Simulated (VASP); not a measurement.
# Ta2Si2O (R-3m) in VASP: single point with RPBE

Aim: the single point of Ta2Si2O with RPBE.

All numbers are computed with VASP 6.6.1; they aren't measurements. Logs are shortened: lines on timing, memory, paths and dates and some standing lists are left out, and cuts for length are marked.

## Step 1: The cell of the first run

The structure is trigonal, space group R-3m (No. 166). Conventional cell: a = 3.407 Å, b = 3.407 Å, c = 21.432 Å, α = 90.00°, β = 90.00°, γ = 120.00°. Within 3.2 Å of Ta (site symmetry 3m) lie 3 O at 2.39 Å and 4 Si at 2.53 to 2.85 Å. Within 3.1 Å of Si (site symmetry 3m) lie 3 Si at 2.34 Å and 4 Ta at 2.53 to 2.85 Å and 1 O at 2.94 Å. O (site symmetry -3m) has 6 Ta at 2.39 Å and 2 Si at 2.94 Å within 3.2 Å.

## Step 2: Single point, RPBE

The input, INCAR:

```
PREC = Accurate ; ENCUT = 600
EDIFF = 1E-6 ; ISMEAR = 0
SIGMA = 0.1 ; LREAL = F
LASPH = T ; NELM = 120
ALGO = Normal ; ISIF = 2
LWAVE = F ; LCHARG = T
GGA = RP ; LELF = T
LVHAR = T ; NBANDS = 26
GGA_COMPAT = F
```

The input, KPOINTS:

```
Automatic mesh
0
Gamma
  12 12 12
```

The input, POSCAR:

```
Ta2Si2O
1.0
    1.7037108707      0.9836379298      7.1441137564
   -1.7037108707      0.9836379298      7.1441137564
    0.0000000000     -1.9672758597      7.1441137564
Ta Si O
2 2 1
Direct
    0.7296978391      0.7296978391      0.7296978391
    0.2703021609      0.2703021609      0.2703021609
    0.1372012573      0.1372012573      0.1372012573
    0.8627987427      0.8627987427      0.8627987427
    0.0000000000      0.0000000000      0.0000000000
```

Potentials or basis: VASP PAW PBE potentials, release 64 (Ta_pv, Si, O).

Launch:

```sh
cat potpaw_PBE.64/Ta_pv/POTCAR potpaw_PBE.64/Si/POTCAR potpaw_PBE.64/O/POTCAR > POTCAR
mpirun -np 1 vasp_std > vasp.out
```

OUTCAR:

```text
PREC = Accurate
   ENCUT = 600
   EDIFF = 1E-6
   ISMEAR = 0
   LREAL = F
   LASPH = T
   NELM = 120
   ISIF = 2
   GGA = RP

 ion  position               nearest neighbor table
   1  0.730  0.730  0.730-   5 2.39   5 2.39   5 2.39   3 2.53   3 2.53   3 2.53   4 2.85   2 3.34
                             2 3.34   2 3.34
   2  0.270  0.270  0.270-   5 2.39   5 2.39   5 2.39   4 2.53   4 2.53   4 2.53   3 2.85   1 3.34
                             1 3.34   1 3.34
   3  0.137  0.137  0.137-   4 2.34   4 2.34   4 2.34   1 2.53   1 2.53   1 2.53   2 2.85
   4  0.863  0.863  0.863-   3 2.34   3 2.34   3 2.34   2 2.53   2 2.53   2 2.53   1 2.85
   5  0.000  0.000  0.000-   1 2.39   1 2.39   2 2.39   2 2.39   1 2.39   2 2.39

  LATTYP: Found a trigonal (rhomboedric) cell.
 ALAT       =     7.4100293975
 COS(alpha) =     0.8942739705

  Lattice vectors:

 A1 = (   1.7037108707,   0.9836379298,   7.1441137564)
 A2 = (  -1.7037108707,   0.9836379298,   7.1441137564)
 A3 = (   0.0000000000,  -1.9672758597,   7.1441137564)

Analysis of symmetry for initial positions (statically):
=====================================================================
 Subroutine PRICEL returns:
 Original cell was already a primitive cell.

 Routine SETGRP: Setting up the symmetry group for a
 trigonal (rhombohedral) supercell.

 Subroutine GETGRP returns: Found 12 space group operations
 (whereof 12 operations were pure point group operations)
 out of a pool of 12 trial point group operations.

The static configuration has the point symmetry D_3d.

Analysis of symmetry for dynamics (positions and initial velocities):
=====================================================================
 Subroutine PRICEL returns:
 Original cell was already a primitive cell.

 Routine SETGRP: Setting up the symmetry group for a
 trigonal (rhombohedral) supercell.

 Subroutine GETGRP returns: Found 12 space group operations
 (whereof 12 operations were pure point group operations)
 out of a pool of 12 trial point group operations.

The dynamic configuration has the point symmetry D_3d.

 Subroutine INISYM returns: Found 12 space group operations
 (whereof 12 operations are pure point group operations),
 and found     1 'primitive' translations

----------------------------------------------------------------------------------------

                                     Primitive cell

[... 96 lines left out ...]
   EDIFF  = 0.1E-05   stopping-criterion for ELM
   LREAL  =      F    real-space projection
   EDIFFG = 0.1E-04   stopping-criterion for IOM
   NSW    =      0    number of steps for IOM
   IBRION =     -1    ionic relax: 0-MD 1-quasi-New 2-CG
   NFREE  =      0    steps in history (QN), initial steepest desc. (CG)
   ISIF   =      2    stress and relaxation
   ISYM   =      2    0-nonsym 1-usesym 2-fastsym
   POTIM  = 0.5000    time-step for ionic-motion
   TEBEG  =    0.0;   TEEND  =   0.0 temperature during run
   PSTRESS=    0.0 pullay stress
   NELECT =      36.0000    total number of electrons
   NUPDOWN=      -1.0000    fix difference up-down
   EMIN   =  10.00;   EMAX   =-10.00  energy-range for DOS
   EFERMI =   0.00;   METHOD = LEGACY
   ISMEAR =     0;   SIGMA  =   0.10  broadening in eV -4-tet -1-fermi 0-gaus
   EFERMI_NEDOS =   21; number of points for ismear=-14 and -15
   IALGO  =     38    algorithm
   IMIX   =      4    mixing-type and parameters
     AMIX     =   0.40;   BMIX     =  1.00
     AMIX_MAG =   1.60;   BMIX_MAG =  1.00
  volume/ion in A,a.u.               =      14.37        96.95
  Fermi-wavevector in a.u.,A,eV,Ry     =   1.300365  2.457334 23.006774  1.690950
  Thomas-Fermi vector in A             =   2.431569
   LORBIT       =      0    0 simple, 1 ext, 2 COOP (PROOUT), +10 PAW based schemes
   GGA     = RP    functional components
   LHFCALC =     F    Hartree Fock is set to
   AEXX    =    0.0000 exact exchange contribution
   IVDW    =     0    specifies the selected vdW correction
   LEPSILON=     F    determine dielectric tensor
   LRPA    =     F    only Hartree local field effects (RPA)
 non-spin polarized calculation
 Gauss-broadening in eV      SIGMA  =   0.10
  energy-cutoff  :      600.00
  volume of cell :       71.83
 maximum number of plane-waves:      2416
   NGX = 29   NGY = 29   NGZ = 29

 number of electron      36.0000002 magnetization

 Free energy of the ion-electron system (eV)
  ---------------------------------------------------
  ext. energy  EPLUGINS =         0.00000000
  ---------------------------------------------------
  free energy    TOTEN  =       -39.34245227 eV

  energy without entropy =      -39.32928240  energy(sigma->0) =      -39.33586734

 E-fermi :   8.1836     XC(G=0): -11.8424

 val. band max:        8.1831649322   @ k =  -0.2500   0.4167   0.1667
 cond. band min:       8.1877571166   @ k =  -0.4167   0.5000   0.0833
 fundamental gap:      0.0045921844
 Fermi energy:         8.1835828530

 k-point     1 :       0.0000    0.0000    0.0000
  band No.  band energies     occupation
      1     -27.3375      2.00000
      2     -27.1426      2.00000
      3     -26.9757      2.00000
      4     -26.9757      2.00000
      5     -26.9531      2.00000
      6     -26.9531      2.00000
[... 685 lines left out ...]
     25      11.6805      0.00000
     26      12.2966      0.00000

 [... further k-points ...]

------------------------ aborting loop because EDIFF is reached ----------------------------------------

  FORCE on cell =-STRESS in cart. coord.  units (eV):
  Direction    XX          YY          ZZ          XY          YZ          ZX
  --------------------------------------------------------------------------------------
  -------------------------------------------------------------------------------------
  Total        1.3179127      1.3179127      1.4734481      0.0000000     -0.0000000      0.0000000
  in kB       29.3945263     29.3945263     32.8635633      0.0000000     -0.0000000      0.0000000
  external PRESSURE =      30.5508720 kB  Pullay stress =       0.0000000 kB

 VOLUME and BASIS-vectors are now :
 -----------------------------------------------------------------------------
  energy-cutoff  :      600.00
  volume of cell :       71.83
      direct lattice vectors                 reciprocal lattice vectors
     1.703710871  0.983637930  7.144113756     0.293477026  0.169439040  0.046658458
    -1.703710871  0.983637930  7.144113756    -0.293477026  0.169439040  0.046658458
     0.000000000 -1.967275860  7.144113756     0.000000000 -0.338878080  0.046658458

 POSITION                                       TOTAL-FORCE (eV/Angst)
 -----------------------------------------------------------------------------------
      0.00000     -0.00000     15.63913         0.000000     -0.000000      0.109849
      0.00000     -0.00000      5.79321         0.000000      0.000000     -0.109849
      0.00000     -0.00000      2.94054         0.000000     -0.000000      0.062066
      0.00000     -0.00000     18.49180         0.000000      0.000000     -0.062066
      0.00000      0.00000      0.00000         0.000000      0.000000      0.000000
 -----------------------------------------------------------------------------------
    total drift:                                0.000000      0.000000     -0.000000

  FREE ENERGIE OF THE ION-ELECTRON SYSTEM (eV)
  ---------------------------------------------------
  free  energy   TOTEN  =       -39.3424522739 eV

  energy  without entropy=      -39.3292824038  energy(sigma->0) =      -39.33586734
```

OSZICAR:

```text
N       E                     dE             d eps       ncg     rms          rms(c)
DAV:   1     0.273013708841E+03    0.27301E+03   -0.20087E+04  9828   0.150E+03
DAV:   2    -0.297815552708E+02   -0.30280E+03   -0.29371E+03 11460   0.384E+02
DAV:   3    -0.434260327740E+02   -0.13644E+02   -0.13382E+02 12806   0.708E+01
DAV:   4    -0.436431646161E+02   -0.21713E+00   -0.21603E+00 12050   0.890E+00
DAV:   5    -0.436460332558E+02   -0.28686E-02   -0.28652E-02 12952   0.103E+00    0.224E+01
DAV:   6    -0.396287149722E+02    0.40173E+01   -0.23105E+01 11492   0.256E+01    0.971E+00
DAV:   7    -0.393967176223E+02    0.23200E+00   -0.21099E+00 11976   0.801E+00    0.554E+00
DAV:   8    -0.393491732930E+02    0.47544E-01   -0.26293E-01 13352   0.355E+00    0.102E+00
DAV:   9    -0.393425159752E+02    0.66573E-02   -0.49709E-02 12256   0.134E+00    0.301E-01
DAV:  10    -0.393423783994E+02    0.13758E-03   -0.54176E-03 11428   0.463E-01    0.189E-01
DAV:  11    -0.393425157520E+02   -0.13735E-03   -0.17248E-03 12080   0.258E-01    0.829E-02
DAV:  12    -0.393424523339E+02    0.63418E-04   -0.41452E-04 12170   0.127E-01    0.358E-02
DAV:  13    -0.393424527441E+02   -0.41016E-06   -0.45593E-05 12230   0.435E-02    0.806E-03
DAV:  14    -0.393424522739E+02    0.47015E-06   -0.36408E-06  9258   0.131E-02
   1 F= -.39342452E+02 E0= -.39335867E+02  d E =-.131699E-01
```

Run time: 35 min. Hardware: 1 thread of Oxide Virtual Turin-like, shared host; peak memory 0.74 GiB.

What came out:

```yaml
Free_energy: -39.3425 eV
Pressure: 3.1 GPa
Largest_force: 0.110 eV/Å
Band_gap_on_the_k_mesh: zero (bands 18 and 19 overlap by 0.60 eV)
```

Forces on the atoms (eV/Å):
```
Ta   0.000  0.000  0.110
Ta   0.000  0.000 -0.110
Si   0.000  0.000  0.062
Si   0.000  0.000 -0.062
O    0.000  0.000  0.000
```

Caveat: the cell stands under pressure; the PAW data sets were made with another functional, which shifts forces and pressure a little; spin-orbit coupling is left out, which moves the levels of the heavy elements.
